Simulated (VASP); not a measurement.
# K8MgZn7F24: single point with r2SCAN

The system is K8MgZn7F24.

```
K Zn Mg F
1.0
     8.09013    0.00000    0.00000
     0.00000    8.09013    0.00000
     0.00000    0.00000    8.09013
K Zn Mg F
8 7 1 24
Direct
  0.00039 0.00056 0.99990
  0.00014 0.00045 0.49990
  0.00067 0.50016 0.99985
  0.00046 0.50018 0.50007
  0.50080 0.00061 0.99996
  0.50087 0.00025 0.49992
  0.50034 0.50026 0.99973
  0.50061 0.50037 0.50007
  0.25050 0.25033 0.24994
  0.25049 0.25030 0.74990
  0.25054 0.75035 0.74991
  0.75049 0.25041 0.24996
  0.75048 0.25036 0.74998
  0.75053 0.75032 0.24989
  0.75060 0.75029 0.74996
  0.25057 0.75040 0.24991
  0.25070 0.24958 0.00015
  0.24995 0.25103 0.49977
  0.25018 0.75102 0.00272
  0.25086 0.74963 0.49716
  0.74996 0.25101 0.00000
  0.75067 0.24955 0.49992
  0.75109 0.74958 0.00016
  0.75020 0.75094 0.49981
  0.00065 0.25091 0.24954
  0.00051 0.25041 0.75029
  0.00329 0.74962 0.25037
  0.00072 0.75025 0.74966
  0.50027 0.24947 0.25028
  0.50041 0.25045 0.74952
  0.49776 0.75089 0.24960
  0.50037 0.75029 0.75044
  0.24984 0.99755 0.25066
  0.25050 0.00015 0.74935
  0.25117 0.50310 0.24935
  0.25055 0.50052 0.75081
  0.75110 0.00016 0.24930
  0.75058 0.00026 0.75070
  0.74972 0.50050 0.25074
  0.75063 0.50037 0.74927
```

```json
{
 "Program": "VASP 6.6.1",
 "Task": "single point",
 "Functional": "r2SCAN",
 "Potentials or basis": "VASP PAW PBE potentials, release 64 (K_sv, Zn, Mg, F)",
 "Cutoff": "520 eV",
 "k mesh": "1 × 1 × 1, shifted",
 "Occupations": "fermi-dirac, width 0.05 eV",
 "Spin": "no spin polarisation",
 "Dipole correction": "no",
 "Further INCAR settings": "LREAL = Auto; ALGO = Normal; EDIFF = 1e-06; NBANDS = 189; ISYM = 0"
}
```

```
Pressure               : -0.2 GPa
Largest force          : 0.136 eV/Å
Band gap on the k mesh : 5.89 eV
```

Forces in eV/Å, atoms in the order of the input:
```
K    0.010 -0.006  0.001
K    0.017 -0.001 -0.002
K    0.002  0.009  0.005
K    0.008  0.010 -0.004
K    0.000 -0.002  0.001
K   -0.004  0.003 -0.001
K    0.007  0.008  0.006
K    0.001  0.003 -0.004
Zn  -0.025 -0.017  0.008
Zn  -0.025 -0.015  0.007
Zn  -0.028 -0.016  0.007
Zn  -0.027 -0.023  0.001
Zn  -0.025 -0.019 -0.001
Zn  -0.023 -0.019  0.009
Zn  -0.032 -0.013  0.006
Mg   0.003  0.002  0.001
F    0.006  0.010 -0.007
F    0.011  0.000  0.000
F    0.010  0.001  0.127
F    0.008  0.008 -0.126
F    0.010 -0.001 -0.001
F    0.007  0.009  0.001
F    0.000  0.008 -0.002
F    0.006  0.002 -0.003
F    0.000  0.003  0.002
F    0.000  0.001 -0.002
F    0.135  0.009 -0.004
F    0.001  0.005 -0.001
F    0.006  0.014 -0.004
F    0.006  0.000  0.004
F   -0.120  0.006  0.000
F    0.004  0.005 -0.008
F    0.010 -0.123 -0.001
F    0.006  0.003  0.001
F    0.003  0.131  0.000
F    0.006 -0.001 -0.008
F    0.005  0.002  0.001
F    0.004  0.005 -0.005
F    0.012 -0.001 -0.006
F    0.003  0.000  0.002
```

Levels at points of the mesh, in eV from the valence-band top:
```tsv
k point	band 159	band 160	band 161	band 162	band 163	band 164	band 165	band 166	band 167	band 168
(0.25, 0.25, 0.25)	-0.31	-0.31	-0.02	-0.02	0.00	5.89	7.37	7.37	7.77	8.49
```

It took 17 min on 1 thread of Intel(R) Xeon(R) 6975P-C (Granite Rapids), on a shared host, peak memory 0.72 GiB.

Caveat: the PAW data sets were made with another functional, which shifts forces and pressure a little; a shifted mesh leaves out Γ, where band edges can lie. A k mesh can miss the band edges.
